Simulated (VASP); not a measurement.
Wanted: the native input for a VASP 6.6.1 run.

```
Task                   : single point
Functional             : PBEsol
Potentials or basis    : VASP PAW PBE potentials, release 64 (Ta_pv)
Cutoff                 : 520 eV
k mesh                 : 20 × 20 × 20
Occupations            : gaussian, width 0.15 eV
Spin                   : no spin polarisation
Dipole correction      : no
Further INCAR settings : ALGO = Normal; EDIFF = 1e-06; NBANDS = 12
```

The structure of Ta lies in POSCAR:

```
Ta
1.0
   -1.5687160000      1.5687160000      1.6512800000
    1.5687160000     -1.5687160000      1.6512800000
    1.5687160000      1.5687160000     -1.6512800000
Ta
1
Direct
    0.0000000000      0.0000000000      0.0000000000
```

This cell differs from its parent crystal: strain -0.050 along x and y, +0.000 along z.

One way to write it, as run:

INCAR

```
PREC = Accurate
ENCUT = 520
EDIFF = 1E-6
ISMEAR = 0
SIGMA = 0.15
LREAL = False
LASPH = True
NELM = 100
ALGO = Normal
ISIF = 2
LWAVE = False
LCHARG = False
GGA = PS
NBANDS = 12
```

KPOINTS

```
Automatic mesh
0
Gamma
  20 20 20
```

Potentials or basis: VASP PAW PBE potentials, release 64 (Ta_pv).

Command:

```sh
$ cat potpaw_PBE.64/Ta_pv/POTCAR > POTCAR
$ mpirun -np 1 vasp_std > vasp.out
```

It gave:

The pressure is 21.0 GPa. The band gap on the k mesh is zero (an odd number of electrons rules out a gap without spin polarisation).

Caveat: the cell differs from its parent crystal (strain -0.050 along x and y, +0.000 along z); the cell stands under pressure; the PAW data sets were made with another functional, which shifts forces and pressure a little; spin-orbit coupling is left out, which moves the levels of the heavy elements.

It took 120 s on 1 thread of Intel Xeon 8259CL, on a shared host, peak memory 0.25 GiB.
